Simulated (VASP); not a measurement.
Here is a VASP 6.6.1 calculation.

POSCAR

```
SnO
1.0
    3.3550050000      0.0000000000      0.0000000000
    0.0000000000      5.6741040000      0.0000000000
    0.0000000000      0.0000000000      4.2219700000
Sn O
2 2
Direct
    0.0000000000      0.2319090000      0.5131440000
    0.5000000000      0.7680910000      0.0131440000
    0.0000000000      0.8912500000      0.7368570000
    0.5000000000      0.1087500000      0.2368570000
```

INCAR.step1

```
ALGO = Normal
EDIFF = 1E-4
ENCUT = 520
GGA = PE
ISMEAR = 0
LASPH = T
LCHARG = F
LREAL = F
LWAVE = T
NBANDS = 28
NELM = 100
PREC = Accurate
SIGMA = 0.05
```

File INCAR.step2:

```
ALGO = Normal
EDIFF = 1E-6
ENCUT = 520
ISIF = 2
ISMEAR = 0
ISTART = 1
LASPH = T
LCHARG = F
LMIXTAU = T
LREAL = F
LWAVE = F
METAGGA = R2SCAN
NBANDS = 28
NELM = 100
PREC = Accurate
SIGMA = 0.05
```

Contents of KPOINTS:

```
k-points
0
Gamma
  10 6 8
```

Potentials or basis: VASP PAW PBE potentials, release 64 (Sn_d, O).

Command:

```bash
$ cat potpaw_PBE.64/Sn_d/POTCAR potpaw_PBE.64/O/POTCAR > POTCAR
$ cp INCAR.step1 INCAR
$ mpirun -np 1 vasp_std > vasp.out
$ cp INCAR.step2 INCAR
$ mpirun -np 1 vasp_std > vasp.out
```

**Question.** Predict the band gap on the k mesh.

**Answer.** 1.65 eV (least direct gap 2.29 eV).

**Question.** Estimate the pressure.

**Answer.** -2.6 GPa.

**Question.** Estimate the largest force.

**Answer.** 0.510 eV/Å.

Stress tensor (GPa, compression positive):
```
-3.49  0.00  0.00
 0.00 -2.05  0.00
 0.00  0.00 -2.36
```

Caveat: the PAW data sets were made with another functional, which shifts forces and pressure a little; spin-orbit coupling is left out, which moves the levels of the heavy elements. A k mesh can miss the band edges.
